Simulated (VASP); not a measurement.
Li (a cell with a defect): single point with PBE

The system is Li (a cell with a defect).

```
Li
1.0
     6.98000    0.00000    0.00000
     0.00000    6.98000    0.00000
     0.00000    0.00000    6.98000
Li
17
Direct
  0.73370 0.00132 0.32914
  0.65340 0.93811 0.58990
  0.05179 0.63701 0.93033
  0.06014 0.35433 0.38910
  0.28341 0.53910 0.23401
  0.54372 0.66506 0.88987
  0.25855 0.92507 0.55574
  0.42918 0.20393 0.34350
  0.04059 0.15302 0.75497
  0.31060 0.39460 0.70801
  0.54819 0.12211 0.92456
  0.61327 0.62246 0.29590
  0.99096 0.69683 0.37448
  0.83638 0.44431 0.63579
  0.93480 0.02914 0.09799
  0.80774 0.35063 0.10427
  0.27668 0.91751 0.09087
```

```json
{
 "Program": "VASP 6.6.1",
 "Task": "single point",
 "Functional": "PBE",
 "Potentials or basis": "VASP PAW PBE potentials, release 64 (Li_sv)",
 "Cutoff": "520 eV",
 "k mesh": "2 × 2 × 2",
 "Occupations": "fermi-dirac, width 0.05 eV",
 "Spin": "no spin polarisation"
}
```

```
Largest force          : 1.577 eV/Å
Band gap on the k mesh : zero (an odd number of electrons rules out a gap without spin polarisation)
```

Forces in eV/Å, atoms in the order of the input:
```
Li   0.036  0.290 -0.713
Li  -0.032 -0.335  1.541
Li  -0.265  0.051 -0.199
Li  -0.257 -1.314 -0.100
Li   0.256  0.119 -0.602
Li   0.229  0.168  0.048
Li  -0.003 -0.464 -0.021
Li   0.111  0.178 -0.003
Li  -0.257 -0.323  0.080
Li   0.314  0.230 -0.130
Li  -0.003  0.237 -0.053
Li   0.202  0.163  0.248
Li  -0.163  0.694  0.153
Li  -0.839  0.074  0.157
Li   0.485 -0.427 -0.496
Li  -0.159  0.576 -0.151
Li   0.347  0.083  0.242
```

Levels at points of the mesh, in eV from the Fermi level:
| k point | band 23 | band 24 | band 25 | band 26 | band 27 | band 28 |
| --- | --- | --- | --- | --- | --- | --- |
| (0.00, 0.00, 0.00) | -0.92 | -0.88 | 0.38 | 0.48 | 0.53 | 0.64 |
| (0.50, 0.00, 0.00) | -0.57 | -0.50 | -0.41 | -0.38 | -0.31 | 1.06 |
| (0.00, 0.50, 0.00) | -0.49 | -0.45 | -0.42 | -0.39 | -0.25 | 1.04 |
| (0.00, 0.00, 0.50) | -0.55 | -0.46 | -0.42 | -0.27 | -0.11 | 0.98 |
| (0.50, 0.50, 0.00) | -0.25 | -0.21 | -0.10 | 0.23 | 0.38 | 0.47 |
| (0.00, 0.50, 0.50) | -0.27 | -0.12 | 0.02 | 0.11 | 0.14 | 0.37 |
| (0.50, 0.00, 0.50) | -0.30 | -0.16 | -0.06 | 0.19 | 0.22 | 0.35 |
| (0.50, 0.50, 0.50) | -1.56 | -1.49 | -1.40 | 1.35 | 1.62 | 1.83 |

Wall time 2.4 min on 1 thread of Intel(R) Xeon(R) Platinum 8488C (Sapphire Rapids), with other jobs on the host, peak memory 0.36 GiB.

Caveat: the k points lie up to 0.45 Å⁻¹ apart, too coarse for converged energies and pressures of a metal; the atoms stand as in a frame of molecular dynamics.
